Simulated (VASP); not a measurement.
# Cs (Im-3m) in VASP: further runs

The runs below take Cs through single point, relaxation of cell and atoms, with PBE.

All numbers are computed with VASP 6.6.1; they aren't measurements. Logs are shortened: lines on timing, memory, paths and dates and some standing lists are left out, and cuts for length are marked.

### 1 The cell of the first run

Symmetry: Im-3m, No. 229, cubic system. The conventional cell has a = 5.807 Å, b = 5.807 Å, c = 5.807 Å, α = 90.00°, β = 90.00°, γ = 90.00°.

### 2 Single point, PBE (volume scaled by 0.84)

File INCAR:

```
SYSTEM = Cs
ALGO     = Normal         ! electronic algorithm
EDIFF    = 1E-6           ! SCF threshold, eV
ENCUT    = 520            ! plane-wave cutoff, eV
GGA      = PE             ! functional
ISIF     = 2              ! what is computed and relaxed
ISMEAR   = -1             ! smearing method
LASPH    = .TRUE.         ! aspherical terms in the spheres
LCHARG   = .TRUE.         ! write CHGCAR
LELF     = .TRUE.         ! ELF
LREAL    = .FALSE.        ! projectors in reciprocal space
LVHAR    = .TRUE.       
LWAVE    = .FALSE.        ! write WAVECAR
NBANDS   = 10             ! bands
NELM     = 80             ! most SCF steps
PREC     = Accurate       ! precision mode
SIGMA    = 0.05           ! smearing width, eV
```

File KPOINTS:

```
k-points
0
G
  9 9 9
  0 0 0
```

File POSCAR:

```
Cs
1.0
   -2.9034161092      2.9034161092      2.9034161092
    2.9034161092     -2.9034161092      2.9034161092
    2.9034161092      2.9034161092     -2.9034161092
Cs
1
Direct
    0.0000000000      0.0000000000      0.0000000000
```

Potentials or basis: VASP PAW PBE potentials, release 64 (Cs_sv).

Run with:

```sh
cat potpaw_PBE.64/Cs_sv/POTCAR > POTCAR
mpirun -np 1 vasp_std > vasp.out
```

OUTCAR:

```text
SYSTEM = Cs
   EDIFF = 1E-6
   ENCUT = 520
   GGA = PE
   ISIF = 2
   ISMEAR = -1
   LASPH = .TRUE.
   LREAL = .FALSE.
   NELM = 80
   PREC = Accurate

 ion  position               nearest neighbor table
   1  0.000  0.000  0.000-

  LATTYP: Found a body centered cubic cell.
 ALAT       =     5.8068322184

  Lattice vectors:

 A1 = (  -2.9034161092,   2.9034161092,   2.9034161092)
 A2 = (   2.9034161092,  -2.9034161092,   2.9034161092)
 A3 = (   2.9034161092,   2.9034161092,  -2.9034161092)

Analysis of symmetry for initial positions (statically):
=====================================================================
 Subroutine PRICEL returns:
 Original cell was already a primitive cell.

 Routine SETGRP: Setting up the symmetry group for a
 body centered cubic supercell.

 Subroutine GETGRP returns: Found 48 space group operations
 (whereof 48 operations were pure point group operations)
 out of a pool of 48 trial point group operations.

The static configuration has the point symmetry O_h .

Analysis of symmetry for dynamics (positions and initial velocities):
=====================================================================
 Subroutine PRICEL returns:
 Original cell was already a primitive cell.

 Routine SETGRP: Setting up the symmetry group for a
 body centered cubic supercell.

 Subroutine GETGRP returns: Found 48 space group operations
 (whereof 48 operations were pure point group operations)
 out of a pool of 48 trial point group operations.

The dynamic configuration has the point symmetry O_h .

 Subroutine INISYM returns: Found 48 space group operations
 (whereof 48 operations are pure point group operations),
 and found     1 'primitive' translations

----------------------------------------------------------------------------------------

                                     Primitive cell

  volume of cell :      97.9012

  direct lattice vectors                    reciprocal lattice vectors
    -2.903416109  2.903416109  2.903416109     0.000000000  0.172210934  0.172210934
     2.903416109 -2.903416109  2.903416109     0.172210934  0.000000000  0.172210934
     2.903416109  2.903416109 -2.903416109     0.172210934  0.172210934  0.000000000

  length of vectors
     5.028864217  5.028864217  5.028864217     0.243543038  0.243543038  0.243543038

  position of ions in fractional coordinates (direct lattice)
     0.000000000  0.000000000  0.000000000

  ion indices of the primitive-cell ions
   primitive index   ion index
                 1           1

----------------------------------------------------------------------------------------

 KPOINTS: k-points

Automatic generation of k-mesh.
 Grid dimensions read from file:
 generate k-points for:    9    9    9

 Generating k-lattice:

  Cartesian coordinates                     Fractional coordinates (reciprocal lattice)
     0.000000000  0.019134548  0.019134548     0.111111111  0.000000000  0.000000000
     0.019134548  0.000000000  0.019134548     0.000000000  0.111111111  0.000000000
     0.019134548  0.019134548  0.000000000     0.000000000  0.000000000  0.111111111

  Length of vectors
     0.027060338  0.027060338  0.027060338

  Shift w.r.t. Gamma in fractional coordinates (k-lattice)
     0.000000000  0.000000000  0.000000000

 Subroutine IBZKPT returns following result:
 ===========================================

 Found     35 irreducible k-points:

 Following reciprocal coordinates:
            Coordinates               Weight
  0.000000  0.000000  0.000000      1.000000
  0.111111  0.000000  0.000000     12.000000
  0.222222  0.000000  0.000000     12.000000
  0.333333  0.000000  0.000000     12.000000
  0.444444  0.000000  0.000000     12.000000
  0.111111  0.111111  0.000000     24.000000
[... 16 lines left out ...]
 -0.333333  0.444444  0.111111     48.000000
 -0.444444 -0.444444  0.111111     24.000000
 [... further k-points ...]
   k-points           NKPTS =     35   k-points in BZ     NKDIM =     35   number of bands    NBANDS=     10
   number of dos      NEDOS =    301   number of ions     NIONS =      1
   total plane-waves  NPLWV =  64000
   dimension x,y,z NGX =    40 NGY =   40 NGZ =   40
   dimension x,y,z NGXF=    80 NGYF=   80 NGZF=   80
   ions per type =               1
   NGX,Y,Z   is equivalent  to a cutoff of  13.22, 13.22, 13.22 a.u.
   NGXF,Y,Z  is equivalent  to a cutoff of  26.45, 26.45, 26.45 a.u.
 SYSTEM =  Cs
   PREC   = accura    normal or accurate (medium, high low for compatibility)
   ISTART =      0    job   : 0-new  1-cont  2-samecut
   ICHARG =      2    charge: 1-file 2-atom 10-const
   ISPIN  =      1    spin polarized calculation?
   LNONCOLLINEAR =      F non collinear calculations
   LSORBIT =      F    spin-orbit coupling
   LASPH  =      T    aspherical Exc in radial PAW
   ENCUT  =  520.0 eV  38.22 Ry    6.18 a.u.   9.35  9.35  9.35*2*pi/ulx,y,z
   NELM   =     80;   NELMIN=  2; NELMDL= -5     # of ELM steps
   EDIFF  = 0.1E-05   stopping-criterion for ELM
   LREAL  =      F    real-space projection
[... 7 lines left out ...]
   TEBEG  =    0.0;   TEEND  =   0.0 temperature during run
   PSTRESS=    0.0 pullay stress
   NELECT =       9.0000    total number of electrons
   NUPDOWN=      -1.0000    fix difference up-down
   EMIN   =  10.00;   EMAX   =-10.00  energy-range for DOS
   EFERMI =   0.00;   METHOD = LEGACY
   ISMEAR =    -1;   SIGMA  =   0.05  broadening in eV -4-tet -1-fermi 0-gaus
   EFERMI_NEDOS =   21; number of points for ismear=-14 and -15
   IALGO  =     38    algorithm
   IMIX   =      4    mixing-type and parameters
     AMIX     =   0.40;   BMIX     =  1.00
     AMIX_MAG =   1.60;   BMIX_MAG =  1.00
  volume/ion in A,a.u.               =      97.90       660.67
  Fermi-wavevector in a.u.,A,eV,Ry     =   0.738856  1.396235  7.427529  0.545908
  Thomas-Fermi vector in A             =   1.832879
   LORBIT       =      0    0 simple, 1 ext, 2 COOP (PROOUT), +10 PAW based schemes
   GGA     = PE    functional components
   LHFCALC =     F    Hartree Fock is set to
   AEXX    =    0.0000 exact exchange contribution
   IVDW    =     0    specifies the selected vdW correction
   LEPSILON=     F    determine dielectric tensor
   LRPA    =     F    only Hartree local field effects (RPA)
 non-spin polarized calculation
  energy-cutoff  :      520.00
  volume of cell :       97.90
 maximum number of plane-waves:      2659
 NGX is ok and might be reduce to    40
   NGX = 19   NGY = 19   NGZ = 19

 number of electron       8.9999999 magnetization

 Free energy of the ion-electron system (eV)
  ---------------------------------------------------
  ext. energy  EPLUGINS =         0.00000000
  ---------------------------------------------------
  free energy    TOTEN  =        -0.83302737 eV

  energy without entropy =       -0.82269963  energy(sigma->0) =       -0.82786350

 E-fermi :   0.8913     XC(G=0):  -5.8297

 val. band max:        0.7673045868   @ k =   0.4444   0.0000   0.0000
 cond. band min:       0.9047216944   @ k =  -0.3333   0.4444   0.1111
 fundamental gap:      0.1374171076
 Fermi energy:         0.8912967612

 k-point     1 :       0.0000    0.0000    0.0000
  band No.  band energies     occupation
      1     -22.8907      2.00000
      2      -9.6000      2.00000
      3      -9.6000      2.00000
      4      -9.6000      2.00000
      5      -0.9502      2.00000
      6       3.4768      0.00000
      7       3.4769      0.00000
      8       3.4769      0.00000
      9       4.4581      0.00000
     10       4.4581      0.00000

 k-point     2 :       0.1111    0.0000    0.0000
  band No.  band energies     occupation
      1     -22.8890      2.00000
      2      -9.6290      2.00000
      3      -9.6090      2.00000
      4      -9.6002      2.00000
      5      -0.7894      2.00000
      6       3.3104      0.00000
      7       3.3230      0.00000
      8       3.6408      0.00000
      9       4.2376      0.00000
     10       4.4292      0.00000

 k-point     3 :       0.2222    0.0000    0.0000
  band No.  band energies     occupation
      1     -22.8848      2.00000
      2      -9.7003      2.00000
      3      -9.6316      2.00000
      4      -9.6005      2.00000
      5      -0.3447      2.00000
      6       2.8005      0.00000
      7       2.9780      0.00000
      8       4.1223      0.00000
      9       4.2529      0.00000
     10       4.4318      0.00000

 k-point     4 :       0.3333    0.0000    0.0000
  band No.  band energies     occupation
      1     -22.8800      2.00000
      2      -9.7784      2.00000
      3      -9.6570      2.00000
      4      -9.6010      2.00000
      5       0.2617      1.99999
      6       2.2903      0.00000
      7       2.6869      0.00000
      8       4.4156      0.00000
      9       4.5818      0.00000
     10       4.8886      0.00000

 k-point     5 :       0.4444    0.0000    0.0000
  band No.  band energies     occupation
      1     -22.8768      2.00000
      2      -9.8278      2.00000
      3      -9.6733      2.00000
      4      -9.6013      2.00000
      5       0.7673      1.84543
      6       2.0047      0.00000
      7       2.5268      0.00000
      8       4.3833      0.00000
      9       4.8917      0.00000
     10       5.7245      0.00000

 k-point     6 :       0.1111    0.1111    0.0000
  band No.  band energies     occupation
      1     -22.8861      2.00000
      2      -9.6780      2.00000
      3      -9.6193      2.00000
      4      -9.6070      2.00000
      5      -0.4851      2.00000
      6       2.9811      0.00000
      7       3.0546      0.00000
      8       3.9681      0.00000
      9       4.0652      0.00000
     10       4.5748      0.00000
[... 183 lines left out ...]
 k-point    21 :      -0.2222    0.3333    0.1111
  band No.  band energies     occupation
      1     -22.8790      2.00000
      2      -9.7477      2.00000
      3      -9.6690      2.00000
      4      -9.6357      2.00000
      5       0.3093      1.99998
      6       2.3914      0.00000
      7       2.9182      0.00000
      8       3.5932      0.00000
      9       4.5174      0.00000
     10       4.8920      0.00000

 k-point    22 :      -0.4444    0.4444    0.1111
  band No.  band energies     occupation
      1     -22.8755      2.00000
      2      -9.8199      2.00000
      3      -9.6838      2.00000
      4      -9.6212      2.00000
      5       0.9165      0.75355
      6       1.9364      0.00000
      7       2.6703      0.00000
      8       3.7504      0.00000
      9       4.8982      0.00000
     10       5.7816      0.00000

 k-point    23 :      -0.3333    0.4444    0.1111
  band No.  band energies     occupation
      1     -22.8752      2.00000
      2      -9.7926      2.00000
      3      -9.6987      2.00000
      4      -9.6374      2.00000
      5       0.9047      0.86655
      6       1.9993      0.00000
      7       2.6813      0.00000
      8       3.7436      0.00000
      9       4.5911      0.00000
     10       5.3811      0.00000

 k-point    24 :      -0.4444   -0.4444    0.1111
  band No.  band energies     occupation
      1     -22.8737      2.00000
      2      -9.8102      2.00000
      3      -9.7109      2.00000
      4      -9.6372      2.00000
      5       1.2627      0.00119
      6       1.8049      0.00000
      7       2.5388      0.00000
      8       3.6818      0.00000
      9       4.8199      0.00000
     10       5.8154      0.00000

 [... further k-points ...]
[... 5 lines left out ...]
  --------------------------------------------------------------------------------------
  -------------------------------------------------------------------------------------
  Total        0.2827356      0.2827356      0.2827356      0.0000000     -0.0000000      0.0000000
  in kB        4.6270403      4.6270403      4.6270403      0.0000000     -0.0000000      0.0000000
  external PRESSURE =       4.6270403 kB  Pullay stress =       0.0000000 kB

 VOLUME and BASIS-vectors are now :
 -----------------------------------------------------------------------------
  energy-cutoff  :      520.00
  volume of cell :       97.90
      direct lattice vectors                 reciprocal lattice vectors
    -2.903416109  2.903416109  2.903416109     0.000000000  0.172210934  0.172210934
     2.903416109 -2.903416109  2.903416109     0.172210934  0.000000000  0.172210934
     2.903416109  2.903416109 -2.903416109     0.172210934  0.172210934  0.000000000

 POSITION                                       TOTAL-FORCE (eV/Angst)
 -----------------------------------------------------------------------------------
      0.00000      0.00000      0.00000        -0.000000      0.000000      0.000000
 -----------------------------------------------------------------------------------
    total drift:                               -0.000000      0.000000     -0.000000

  FREE ENERGIE OF THE ION-ELECTRON SYSTEM (eV)
  ---------------------------------------------------
  free  energy   TOTEN  =        -0.8330273667 eV

  energy  without entropy=       -0.8226996273  energy(sigma->0) =       -0.82786350
```

Run time: 33 s. Hardware: 1 thread of Intel Xeon Platinum 8488C (Sapphire Rapids), shared host; peak memory 0.24 GiB.

Results:

```
Free energy : -0.8330 eV
Pressure    : 0.5 GPa
```

Caveat: the cell differs from its parent crystal (volume scaled by 0.84); spin-orbit coupling is left out, which moves the levels of the heavy elements.

### 3 Single point, PBE (volume scaled by 0.92)

File INCAR:

```
PREC = Accurate
ENCUT = 520
EDIFF = 1E-6
ISMEAR = -1
SIGMA = 0.05
LREAL = F
LASPH = T
NELM = 60
ALGO = Normal
ISIF = 2
LWAVE = F
LCHARG = F
GGA = PE
NBANDS = 10
```

File KPOINTS:

```
regular mesh
0
Gamma
  9 9 9
```

File POSCAR:

```
Cs
1.0
   -2.9928075850      2.9928075850      2.9928075850
    2.9928075850     -2.9928075850      2.9928075850
    2.9928075850      2.9928075850     -2.9928075850
Cs
1
Direct
    0.0000000000      0.0000000000      0.0000000000
```

Potentials or basis: VASP PAW PBE potentials, release 64 (Cs_sv).

Run with:

```sh
cat potpaw_PBE.64/Cs_sv/POTCAR > POTCAR
mpirun -np 1 vasp_std > vasp.out
```

Run time: 18 s. Hardware: 1 thread of Intel Xeon Platinum 8488C (Sapphire Rapids), shared host; peak memory 0.24 GiB.

The run converged. Its results:

```yaml
Free_energy: -0.8519 eV
Pressure: 0.2 GPa
```

Levels at points of the mesh, in eV from the Fermi level:
```
           k point  band 2  band 3  band 4  band 5  band 6  band 7  band 8  band 9
(0.00, 0.00, 0.00)  -10.55  -10.55  -10.55   -1.75    2.53    2.53    2.53    3.44
```

Caveat: the cell differs from its parent crystal (volume scaled by 0.92); spin-orbit coupling is left out, which moves the levels of the heavy elements.

### 4 Single point, PBE (volume scaled by 0.92)

File INCAR:

```
SYSTEM = Cs
PREC = Accurate ; ENCUT = 520
EDIFF = 1E-6 ; ISMEAR = -1
SIGMA = 0.05 ; LREAL = .False.
LASPH = .True. ; NELM = 60
ALGO = Normal ; ISIF = 2
LWAVE = .False. ; LCHARG = .True.
GGA = PE ; LELF = .True.
LVHAR = .True. ; NBANDS = 10
```

File KPOINTS:

```
regular mesh
0
Gamma
  9 9 9
  0 0 0
```

POSCAR is that of step 3.

Run with:

```sh
cat potpaw_PBE.64/Cs_sv/POTCAR > POTCAR
mpirun -np 1 vasp_std > vasp.out
```

Run time: 19 s. Hardware: 1 thread of Intel Xeon Platinum 8488C (Sapphire Rapids), shared host; peak memory 0.24 GiB.

Results (log left out):

```yaml
Free_energy: -0.8519 eV
Pressure: 0.2 GPa
```

Levels at points of the mesh, in eV from the Fermi level:
```tsv
k point	band 1	band 2	band 3	band 4	band 5	band 6	band 7	band 8	band 9	band 10
(0.00, 0.00, 0.00)	-23.82	-10.55	-10.55	-10.55	-1.75	2.53	2.53	2.53	3.44	3.44
```

Caveat: the cell differs from its parent crystal (volume scaled by 0.92); spin-orbit coupling is left out, which moves the levels of the heavy elements.

### 5 Single point, PBE

This run uses another cell than the first one, of 116.55 Å³/atom, 1.190 times its volume.

File INCAR:

```
SYSTEM = Cs
  PREC = Accurate
  ENCUT = 520
  EDIFF = 1E-7
  ISMEAR = -1
  SIGMA = 0.05
  LREAL = .False.
  LASPH = .True.
  NELM = 80
  ALGO = Normal
  ISIF = 2
  LWAVE = .False.
  LCHARG = .True.
  GGA = PE
  LELF = .True.
  LVHAR = .True.
  NBANDS = 10
```

KPOINTS is that of step 4.

File POSCAR:

```
Cs
1.0
   -3.0771560441      3.0771560441      3.0771560441
    3.0771560441     -3.0771560441      3.0771560441
    3.0771560441      3.0771560441     -3.0771560441
Cs
1
Direct
    0.0000000000      0.0000000000      0.0000000000
```

Run with:

```sh
cat potpaw_PBE.64/Cs_sv/POTCAR > POTCAR
mpirun -np 1 vasp_std > vasp.out
```

It took 27 s on 1 thread of Intel Xeon Platinum 8488C (Sapphire Rapids), shared host; peak memory 0.24 GiB.

The run converged. Its results:

```yaml
Free_energy: -0.8574 eV
Pressure: 0.0 GPa
```

Levels at points of the mesh, in eV from the Fermi level:
| k point | band 3 | band 4 | band 5 | band 6 | band 7 | band 8 |
| --- | --- | --- | --- | --- | --- | --- |
| (0.00, 0.00, 0.00) | -10.61 | -10.61 | -1.67 | 2.48 | 2.48 | 2.48 |

Caveat: spin-orbit coupling is left out, which moves the levels of the heavy elements.

### 6 Relaxation of cell and atoms, PBE

This run uses another cell than the first one, of 116.55 Å³/atom, 1.190 times its volume.

File INCAR:

```
PREC = Accurate
ENCUT = 600
EDIFF = 1E-6
ISMEAR = -1
SIGMA = 0.05
LREAL = False
LASPH = True
NELM = 80
ALGO = Normal
ISIF = 3
LWAVE = False
LCHARG = False
GGA = PE
IBRION = 2
NSW = 60
EDIFFG = -0.005
```

File KPOINTS:

```
Automatic mesh
0
Gamma
  9 9 9
```

POSCAR is that of step 5.

Potentials or basis: VASP PAW PBE potentials, release 64 (Cs_sv).

Run with:

```sh
cat potpaw_PBE.64/Cs_sv/POTCAR > POTCAR
mpirun -np 1 vasp_std > vasp.out
```

It took 40 s on 1 thread of Intel Xeon Platinum 8488C (Sapphire Rapids), shared host; peak memory 0.3 GiB.

Results (log left out):

- Free energy: -0.8574 eV
- Pressure after relaxing: 0.0 GPa

Final structure:
```
CELL_PARAMETERS angstrom
-3.07716 3.07716 3.07716
3.07716 -3.07716 3.07716
3.07716 3.07716 -3.07716
ATOMIC_POSITIONS crystal
Cs 0.00000 0.00000 0.00000
```

Levels at points of the mesh, in eV from the Fermi level:
| k point | band 2 | band 3 | band 4 | band 5 | band 6 | band 7 | band 8 |
| --- | --- | --- | --- | --- | --- | --- | --- |
| (0.00, 0.00, 0.00) | -10.61 | -10.61 | -10.61 | -1.67 | 2.48 | 2.48 | 2.48 |

Caveat: the relaxation stopped at its first step, so nothing moved; spin-orbit coupling is left out, which moves the levels of the heavy elements.

### 7 Summary

```csv
task,cell,cutoff (eV),gap on the mesh (eV),pressure (GPa)
single point,"a = 5.029 Å, angles 109.5°, 1 atom",520,none,0.5
single point,"a = 5.184 Å, angles 109.5°, 1 atom",520,none,0.2
single point,"a = 5.330 Å, angles 109.5°, 1 atom",520,none,0.0
relaxation of cell and atoms,"relaxed from a = 5.330 Å, angles 109.5°, 1 atom",600,none,0.0
```

Alike in all rows: level PBE; potentials or basis VASP PAW PBE potentials, release 64 (Cs_sv); no spin polarisation; k mesh 9 × 9 × 9; smearing fermi-dirac 0.05 eV.

Caveats: spin-orbit coupling is left out, which moves the levels of the heavy elements; the relaxation stopped at its first step, so nothing moved (some runs).

Absolute energies hang on the potentials; compare differences alone.
